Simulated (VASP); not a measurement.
Write the native input for VASP 6.6.1 that does the following.

* Task: single point
* Functional: PBE
* Potentials or basis: VASP PAW PBE potentials, release 64 (Lu, Hf_pv, O)
* Cutoff: 520 eV
* k mesh: 14 × 14 × 10
* Occupations: gaussian, width 0.1 eV
* Spin: no spin polarisation
* Dipole correction: no
* Further INCAR settings: ALGO = Normal; EDIFF = 1e-06; NBANDS = 28

The structure of LuHfO lies in POSCAR:

```
LuHfO
1.0
    3.3839220885      0.0000000000      0.0000000000
    0.0000000000      3.3839220885      0.0000000000
    0.0000000000      0.0000000000      4.3850681533
Lu Hf O
1 1 1
Direct
    0.0000000000      0.0000000000      0.0000000000
    0.5000000000      0.5000000000      0.5000000000
    0.5000000000      0.5000000000      0.0000000000
```

The cell was built from a structure type or drawn by symmetry, and may not be a known phase.

One way to write it, as run:

INCAR

```
PREC = Accurate ; ENCUT = 520
EDIFF = 1E-6 ; ISMEAR = 0
SIGMA = 0.1 ; LREAL = False
LASPH = True ; NELM = 60
ALGO = Normal ; ISIF = 2
LWAVE = False ; LCHARG = False
GGA = PE ; NBANDS = 28
```

KPOINTS

```
regular mesh
0
Gamma
  14 14 10
```

Potentials or basis: VASP PAW PBE potentials, release 64 (Lu, Hf_pv, O).

Launch:

```bash
$ cat potpaw_PBE.64/Lu/POTCAR potpaw_PBE.64/Hf_pv/POTCAR potpaw_PBE.64/O/POTCAR > POTCAR
$ mpirun -np 1 vasp_std > vasp.out
```

Results of the run:

| Item | Value |
| --- | --- |
| Pressure | -0.2 GPa |
| Band gap on the k mesh | zero (an odd number of electrons rules out a gap without spin polarisation) |

Caveat: spin-orbit coupling is left out, which moves the levels of the heavy elements; an odd number of electrons without spin polarisation forces a metal; a magnetic or distorted state may lie lower.

It took 5.7 min on 1 thread of AMD EPYC 9R45 (Zen 5), with other jobs on the host, peak memory 0.41 GiB.
